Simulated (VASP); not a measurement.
# KF (R-3m) in VASP: a series of runs, part 2 of 2

VASP 6.6.1. Earlier steps stand in the parts before.

**3. Single point, r2SCAN (epitaxial 111 strain -2.0%)**

POSCAR reads:

```
KF
1.0
    0.0718561426      2.6776374869      2.6776374869
    2.6776374869      0.0718561426      2.6776374869
    2.6776374869      2.6776374869      0.0718561426
K F
1 1
Direct
    0.0000000000      0.0000000000      0.0000000000
    0.5000000000      0.5000000000      0.5000000000
```

INCAR.step1 reads:

```
SYSTEM = KF
ALGO     = Normal         ! electronic algorithm
EDIFF    = 1E-4           ! SCF threshold, eV
ENCUT    = 520            ! plane-wave cutoff, eV
GGA      = PE             ! functional
ISMEAR   = 0              ! smearing method
LASPH    = .TRUE.         ! aspherical terms in the spheres
LCHARG   = .FALSE.        ! write CHGCAR
LREAL    = .FALSE.        ! projectors in reciprocal space
LWAVE    = .TRUE.         ! write WAVECAR
NBANDS   = 15             ! bands
NELM     = 100            ! most SCF steps
PREC     = Accurate       ! precision mode
SIGMA    = 0.01           ! smearing width, eV
```

INCAR.step2 reads:

```
SYSTEM = KF
ALGO     = Normal         ! electronic algorithm
EDIFF    = 1E-7           ! SCF threshold, eV
ENCUT    = 520            ! plane-wave cutoff, eV
ISIF     = 2              ! what is computed and relaxed
ISMEAR   = 0              ! smearing method
ISTART   = 1            
LASPH    = .TRUE.         ! aspherical terms in the spheres
LCHARG   = .FALSE.        ! write CHGCAR
LMIXTAU  = .TRUE.       
LREAL    = .FALSE.        ! projectors in reciprocal space
LWAVE    = .FALSE.        ! write WAVECAR
METAGGA  = R2SCAN         ! meta-GGA
NBANDS   = 15             ! bands
NELM     = 100            ! most SCF steps
PREC     = Accurate       ! precision mode
SIGMA    = 0.01           ! smearing width, eV
```

KPOINTS reads:

```
k-points
0
G
  8 8 8
  0 0 0
```

Potentials or basis: VASP PAW PBE potentials, release 64 (K_sv, F).

Launch:

```
$ cat potpaw_PBE.64/K_sv/POTCAR potpaw_PBE.64/F/POTCAR > POTCAR
$ cp INCAR.step1 INCAR
$ mpirun -np 1 vasp_std > vasp.out
$ cp INCAR.step2 INCAR
$ mpirun -np 1 vasp_std > vasp.out
```

OUTCAR:

```text
SYSTEM = KF
   EDIFF = 1E-7
   ENCUT = 520
   ISIF = 2
   ISMEAR = 0
   ISTART = 1
   LASPH = .TRUE.
   LREAL = .FALSE.
   METAGGA = R2SCAN
   NELM = 100
   PREC = Accurate

 ion  position               nearest neighbor table
   1  0.000  0.000  0.000-   2 2.64   2 2.64   2 2.64   2 2.64   2 2.64   2 2.64
   2  0.500  0.500  0.500-   1 2.64   1 2.64   1 2.64   1 2.64   1 2.64   1 2.64

  LATTYP: Found a trigonal (rhomboedric) cell.
 ALAT       =     3.7874329470
 COS(alpha) =     0.5266460174

  Lattice vectors:

 A1 = (   0.0718561426,   2.6776374869,   2.6776374869)
 A2 = (   2.6776374869,   0.0718561426,   2.6776374869)
 A3 = (   2.6776374869,   2.6776374869,   0.0718561426)

Analysis of symmetry for initial positions (statically):
=====================================================================
 Subroutine PRICEL returns:
 Original cell was already a primitive cell.

 Routine SETGRP: Setting up the symmetry group for a
 trigonal (rhombohedral) supercell.

 Subroutine GETGRP returns: Found 12 space group operations
 (whereof 12 operations were pure point group operations)
 out of a pool of 12 trial point group operations.

The static configuration has the point symmetry D_3d.
[... 167 lines left out ...]

 k-point     1 :       0.0000    0.0000    0.0000
  band No.  band energies     occupation
      1     -30.2931      2.00000
      2     -23.0612      2.00000
      3     -12.7632      2.00000
      4     -12.7440      2.00000
      5     -12.7440      2.00000
      6      -3.2783      2.00000
      7      -3.2391      2.00000
      8      -3.2391      2.00000
      9       3.7597      0.00000
     10       8.0073      0.00000
     11       8.4244      0.00000
     12       8.4244      0.00000
     13      10.2110      0.00000
     14      10.2110      0.00000
[... 401 lines left out ...]
      2     -23.1278      2.00000
      3     -12.9523      2.00000
      4     -12.8462      2.00000
      5     -12.7620      2.00000
      6      -3.8177      2.00000
      7      -3.5216      2.00000
      8      -3.4070      2.00000
      9       5.9181      0.00000
     10       7.3908      0.00000
     11       9.3238      0.00000
     12       9.5121      0.00000
     13      11.0653      0.00000
     14      11.3423      0.00000
     15      16.2464      0.00000

 [... further k-points ...]
[... 5 lines left out ...]
  --------------------------------------------------------------------------------------
  -------------------------------------------------------------------------------------
  Total        0.1587011      0.1587011      0.1587011     -0.0813914     -0.0813914     -0.0813914
  in kB        6.8999219      6.8999219      6.8999219     -3.5386934     -3.5386934     -3.5386934
  external PRESSURE =       6.8999219 kB  Pullay stress =       0.0000000 kB

 VOLUME and BASIS-vectors are now :
 -----------------------------------------------------------------------------
  energy-cutoff  :      520.00
  volume of cell :       36.85
      direct lattice vectors                 reciprocal lattice vectors
     0.071856143  2.677637487  2.677637487    -0.194421564  0.189340489  0.189340489
     2.677637487  0.071856143  2.677637487     0.189340489 -0.194421564  0.189340489
     2.677637487  2.677637487  0.071856143     0.189340489  0.189340489 -0.194421564

 POSITION                                       TOTAL-FORCE (eV/Angst)
 -----------------------------------------------------------------------------------
      0.00000      0.00000      0.00000        -0.000000      0.000000     -0.000000
      2.71357      2.71357      2.71357         0.000000     -0.000000      0.000000
 -----------------------------------------------------------------------------------
    total drift:                                0.000000      0.000000      0.000000

  FREE ENERGIE OF THE ION-ELECTRON SYSTEM (eV)
  ---------------------------------------------------
  free  energy   TOTEN  =       -14.9671164335 eV

  energy  without entropy=      -14.9671164335  energy(sigma->0) =      -14.96711643
```

OUTCAR.step1:

```text
SYSTEM = KF
   EDIFF = 1E-4
   ENCUT = 520
   GGA = PE
   ISMEAR = 0
   LASPH = .TRUE.
   LREAL = .FALSE.
[... 653 lines left out ...]
      0.00000      0.00000      0.00000        -0.000000      0.000000      0.000000
      2.71357      2.71357      2.71357         0.000000     -0.000000     -0.000000
 -----------------------------------------------------------------------------------
    total drift:                                0.000000      0.000000      0.000000

  FREE ENERGIE OF THE ION-ELECTRON SYSTEM (eV)
  ---------------------------------------------------
  free  energy   TOTEN  =        -8.2683296728 eV

  energy  without entropy=       -8.2683296728  energy(sigma->0) =       -8.26832967
```

OSZICAR.step1:

```text
N       E                     dE             d eps       ncg     rms          rms(c)
DAV:   1     0.107339497657E+03    0.10734E+03   -0.83446E+03  1950   0.105E+03
DAV:   2    -0.519431466046E+01   -0.11253E+03   -0.10396E+03  2574   0.284E+02
DAV:   3    -0.941293699271E+01   -0.42186E+01   -0.41990E+01  2598   0.483E+01
DAV:   4    -0.952173016126E+01   -0.10879E+00   -0.10878E+00  2590   0.748E+00
DAV:   5    -0.952358042462E+01   -0.18503E-02   -0.18503E-02  2711   0.781E-01    0.638E+00
DAV:   6    -0.829641484238E+01    0.12272E+01   -0.34350E+00  2027   0.151E+01    0.422E+00
DAV:   7    -0.827024433228E+01    0.26171E-01   -0.67983E-02  2482   0.225E+00    0.238E+00
DAV:   8    -0.826618474461E+01    0.40596E-02   -0.49195E-02  2174   0.220E+00    0.195E-01
DAV:   9    -0.826768276873E+01   -0.14980E-02   -0.40224E-03  2538   0.525E-01    0.124E-01
DAV:  10    -0.826821262988E+01   -0.52986E-03   -0.47173E-04  2076   0.191E-01    0.584E-02
DAV:  11    -0.826833268697E+01   -0.12006E-03   -0.12636E-04  2072   0.958E-02    0.205E-02
DAV:  12    -0.826832967278E+01    0.30142E-05   -0.13058E-05  1395   0.386E-02
   1 F= -.82683297E+01 E0= -.82683297E+01  d E =-.422849-156
```

Wall time 63 s (1 thread of Intel Xeon 6975P-C (Granite Rapids), shared host); peak memory 0.18 GiB.

What came out:

| Item | Value |
| --- | --- |
| Free energy | -14.9671 eV |
| Pressure | 0.7 GPa |
| Band gap on the k mesh | 7.00 eV, direct |

Caveat: the cell differs from its parent crystal (epitaxial 111 strain -2.0%); the PAW data sets were made with another functional, which shifts forces and pressure a little.
